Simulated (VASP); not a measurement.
A run of VASP 6.6.1:

INCAR

```
SYSTEM = YCuF4
ALGO = Normal
EDIFF = 1E-6
ENCUT = 600
GGA = PS
GGA_COMPAT = .FALSE.
ISIF = 2
ISMEAR = -1
LASPH = .TRUE.
LCHARG = .FALSE.
LREAL = .FALSE.
LWAVE = .FALSE.
NBANDS = 34
NELM = 120
PREC = Accurate
SIGMA = 0.03
```

Contents of KPOINTS:

```
k-points
0
G
  6 6 6
  0 0 0
```

Contents of POSCAR:

```
YCuF4
1.0
   -2.5574286818      2.5574286818      2.7643696631
    2.5574286818     -2.5574286818      2.7643696631
    2.5574286818      2.5574286818     -2.7643696631
Y Cu F
1 1 4
Direct
    0.1065259352      0.1065259352      0.0000000000
    0.6065425260      0.6065425260      0.0000000000
    0.5632024305      0.6498135067      0.5000036728
    0.0631987576      0.5632024305      0.9133889238
    0.6498135067      0.1498098339      0.0866110762
    0.1498098339      0.0631987576      0.4999963272
```

Potentials or basis: VASP PAW PBE potentials, release 64 (Y_sv, Cu, F).

The run is started by

```bash
$ cat potpaw_PBE.64/Y_sv/POTCAR potpaw_PBE.64/Cu/POTCAR potpaw_PBE.64/F/POTCAR > POTCAR
$ mpirun -np 1 vasp_std > vasp.out
```

Hardware: 1 thread of Oxide Virtual Turin-like Processor, with other jobs on the host.

Task: Estimate the wall time of this run.

Result: It took 2.3 min on 1 thread of Oxide Virtual Turin-like Processor, with other jobs on the host, peak memory 0.25 GiB. Counts: scf iterations 14, k points 36.
